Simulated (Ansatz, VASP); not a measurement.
## CdS in VASP and in Ansatz

```xyz
6
Lattice="6.6037 0.0000 0.0000 -3.3019 5.7190 0.0000 0.0000 0.0000 4.0021" Properties=species:S:1:pos:R:3 pbc="T T T"
Cd    4.0954    0.0000    2.6681
Cd   -2.0477    3.5467    1.3340
Cd    1.2542    2.1723    0.0000
S     2.4389    0.0000    0.6670
S    -1.2195    2.1122    3.3351
S     2.0824    3.6068    2.0011
```

Alike in both runs: functional PBE; k mesh 6 × 6 × 8; occupations gaussian, width 0.02 eV; no spin polarisation.

Ansatz relaxed the structure, and its values are those at the end. VASP's run is a single point on that final structure, the one shown.

```csv
,VASP,Ansatz
version,VASP 6.6.1,Ansatz 0.2.0
potentials or method,"VASP PAW PBE potentials, release 64 (Cd, S), cutoff 520 eV","scalar-relativistic, plane waves, PAW"
valence electrons in the cell,54,78
```

VASP gave:

| Property | Result |
| --- | --- |
| gap on the k mesh at the Fermi level (eV) | 0.98 |
| least direct gap on the mesh (eV) | 0.98 |
| pressure (GPa) | 0.3 |

Problem. Which values does Ansatz return?

Solution. gap on the k mesh at the Fermi level (eV): 0.98; least direct gap on the mesh (eV): 0.98; pressure (GPa): 0.0.

VASP's potentials hold 54 valence electrons a cell and Ansatz's 78, so a difference there can come from the potentials and not from the codes.
